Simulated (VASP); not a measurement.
Crystal: Cd3HgS4.

```
Cd Hg S
1.0
     4.09028    0.00000    0.00000
    -2.04514    3.54228    0.00000
     0.00000    0.00000   13.35266
Cd Hg S
3 1 4
Direct
  0.33333 0.66667 0.50000
  0.66667 0.33333 0.25000
  0.66667 0.33333 0.75000
  0.33333 0.66667 0.00000
  0.33333 0.66667 0.19250
  0.33333 0.66667 0.69250
  0.66667 0.33333 0.44250
  0.66667 0.33333 0.94250
```

- Program: VASP 6.6.1
- Task: relaxation of cell and atoms
- Functional: PBE
- Potentials or basis: VASP PAW PBE potentials, release 64 (Cd, Hg, S)
- Cutoff: 600 eV
- k mesh: 6 × 6 × 2
- Occupations: gaussian, width 0.1 eV
- Spin: no spin polarisation

At the start: pressure 5.7 GPa; volume 24.18 Å³/atom.

Task: How do energy, volume and symmetry change on relaxing?

Result: Over 10 steps the energy falls by 40.6 meV/atom and the volume is 26.40 Å³/atom (+9.2 %); space group P3m1 (No. 156, to 0.1 Å) before and after.

Step by step:
| step | energy change (eV) | largest force (eV/Å) | pressure (GPa) | volume (Å³) |
| --- | --- | --- | --- | --- |
| 1 | 0.0000 | 0.4408 | 5.74 | 193.47 |
| 2 | -0.2744 | 0.0920 | -1.71 | 218.71 |
| 3 | -0.3170 | 0.1629 | -0.03 | 211.22 |
| 4 | -0.3169 | 0.1590 | -0.13 | 211.58 |
| 5 | -0.3193 | 0.1095 | -0.08 | 211.41 |
| 6 | -0.3214 | 0.0694 | 0.00 | 211.06 |
| 7 | -0.3235 | 0.0422 | 0.03 | 210.93 |
| 8 | -0.3237 | 0.0622 | 0.10 | 210.69 |
| 9 | -0.3242 | 0.0464 | 0.07 | 210.79 |
| 10 | -0.3247 | 0.0262 | -0.04 | 211.20 |

Final structure:
```xyz
8
Lattice="4.2159 0.0000 0.0000 -2.1080 3.6511 0.0000 0.0000 0.0000 13.7204" Properties=species:S:1:pos:R:3 pbc="T T T"
Cd    0.0000    2.4341    6.8882
Cd    2.1080    1.2170    3.4660
Cd    2.1080    1.2170   10.2971
Hg    0.0000    2.4341    0.0384
S     0.0000    2.4341    2.6409
S     0.0000    2.4341    9.4690
S     2.1080    1.2170    6.0487
S     2.1080    1.2170   12.8777
```
